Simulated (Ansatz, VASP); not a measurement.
# One calculation of ZnS, two programs

Contents of INCAR:

```
PREC = Accurate ; ENCUT = 520
EDIFF = 1E-6 ; ISMEAR = -1
SIGMA = 0.02 ; LREAL = F
LASPH = T ; NELM = 60
ALGO = Normal ; ISIF = 2
LWAVE = F ; LCHARG = F
GGA = PE ; NBANDS = 16
```

The input KPOINTS:

```
Automatic mesh
0
Gamma
  8 8 8
```

POSCAR

```
ZnS
1.0
    0.0000000000      2.6671449732      2.7269439795
    2.6671449732      0.0000000000      2.7269439795
    2.6671449732      2.6671449732      0.0000000000
Zn S
1 1
Direct
    0.0000000000      0.0000000000      0.0000000000
    0.2500000000      0.2500000000      0.2500000000
```

Input for Ansatz:

```yaml
crystal:
  lattice:
    - [0.0, 2.6671449732, 2.7269439795]
    - [2.6671449732, 0.0, 2.7269439795]
    - [2.6671449732, 2.6671449732, 0.0]
  atoms:
    - { symbol: Zn, position: [0.0, 0.0, 0.0] }
    - { symbol: S, position: [0.25, 0.25, 0.25] }
kpoints:
  mp_grid: { grid: [8, 8, 8] }
  band_path:
    path:
      - [0.0, 0.0, 0.0]
      - [-0.5, -0.5, 0.0]
      - [-0.375, -0.375, 0.25]
      - [-0.375, 0.0, 0.375]
      - [0.0, 0.0, 0.5]
      - [-0.5, -0.25, 0.25]
    npoints: 1
hamiltonian:
  xc: pbe
scf:
  occupations: { method: fermi_dirac, width: 0.02 }
  n_extra_bands: 4
output:
  forces: true
  stress: true
  eigenvalues: true
  write_density: true
  write_potential: true
  elf: true
  volumetric_format: npy
```

Change from the starting cell: epitaxial_xy strain -1.0%.

Alike in both runs: task single point; functional PBE; k mesh 8 × 8 × 8; occupations fermi-dirac, width 0.02 eV; no spin polarisation.

|  | VASP | Ansatz |
| --- | --- | --- |
| version | VASP 6.6.1 | Ansatz 0.2.0 |
| potentials or method | VASP PAW PBE potentials, release 64 (Zn, S) | plane waves, PAW |
| plane-wave cutoff (eV) | 520 | 420 |
| valence electrons in the cell | 18 | 18 |

|  | VASP | Ansatz | Ansatz less VASP |
| --- | --- | --- | --- |
| gap on the k mesh at the Fermi level (eV) | 2.16 | 2.15 | -0.006 |
| pressure (GPa) | 3.1 | 2.9 | -0.18 |
| traceless stress, the component that is largest in VASP (GPa) | -0.61 | -0.61 | -0.007 |

With one functional, cell and mesh, what is left measures potentials, basis and numerics.
